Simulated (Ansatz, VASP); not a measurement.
## One calculation of TiGe4Mo, two programs

INCAR

```
PREC = Accurate
ENCUT = 520
EDIFF = 1E-7
ISMEAR = 0
SIGMA = 0.1
LREAL = False
LASPH = True
NELM = 100
ALGO = Normal
ISIF = 2
LWAVE = False
LCHARG = True
GGA = PE
LELF = True
LVHAR = True
NBANDS = 50
```

The input KPOINTS:

```
Automatic mesh
0
Gamma
  6 6 2
```

File POSCAR:

```
TiGe4Mo
1.0
    3.5401402700      0.0000000000      0.0000000000
    0.0000000000      3.5401402700      0.0000000000
    0.0000000000      0.0000000000      8.7286892900
Ti Ge Mo
1 4 1
Direct
    0.0000000000      0.0000000000      0.0000000000
    0.0000000000      0.0000000000      0.6616742600
    0.5000000000      0.5000000000      0.1616742600
    0.0000000000      0.0000000000      0.3383257400
    0.5000000000      0.5000000000      0.8383257400
    0.5000000000      0.5000000000      0.5000000000
```

Input for Ansatz:

```yaml
crystal:
  lattice:
    - [3.54014027, 0.0, 0.0]
    - [0.0, 3.54014027, 0.0]
    - [0.0, 0.0, 8.72868929]
  atoms:
    - { symbol: Ti, position: [0.0, 0.0, 0.0] }
    - { symbol: Ge, position: [0.0, 0.0, 0.66167426] }
    - { symbol: Ge, position: [0.5, 0.5, 0.16167426] }
    - { symbol: Ge, position: [0.0, 0.0, 0.33832574] }
    - { symbol: Ge, position: [0.5, 0.5, 0.83832574] }
    - { symbol: Mo, position: [0.5, 0.5, 0.5] }
basis:
  ecutwfc: 420
kpoints:
  mp_grid: { grid: [6, 6, 2] }
hamiltonian:
  xc: pbe
scf:
  occupations: { method: gaussian, width: 0.1 }
  lower_state_search: "off"
output:
  forces: true
  stress: true
  eigenvalues: true
```

Alike in both runs: task single point; functional PBE; k mesh 6 × 6 × 2; occupations gaussian, width 0.1 eV; no spin polarisation.

```csv
,VASP,Ansatz
version,VASP 6.6.1,Ansatz 0.2.0
potentials or method,"VASP PAW PBE potentials, release 64 (Ti_sv, Ge_d, Mo_sv), cutoff 520 eV","scalar-relativistic, plane waves, PAW"
valence electrons in the cell,82,82
```

Ansatz gave:

| Item | Value |
| --- | --- |
| gap on the k mesh at the Fermi level (eV) | none |
| pressure (GPa) | -13.8 |
| traceless stress, the component that is largest in VASP (GPa) | 1.98 |
| rms of the force components (eV/Å) | 0.148 |

**Question.** Estimate VASP's values.

**Answer.** gap on the k mesh at the Fermi level (eV): none; pressure (GPa): -13.7; traceless stress, the component that is largest in VASP (GPa): 1.99; rms of the force components (eV/Å): 0.146.

Atom by atom the forces differ by 0.002 eV/Å (rms over components). A gap of «none» marks a metal or a gap that the smearing closes.
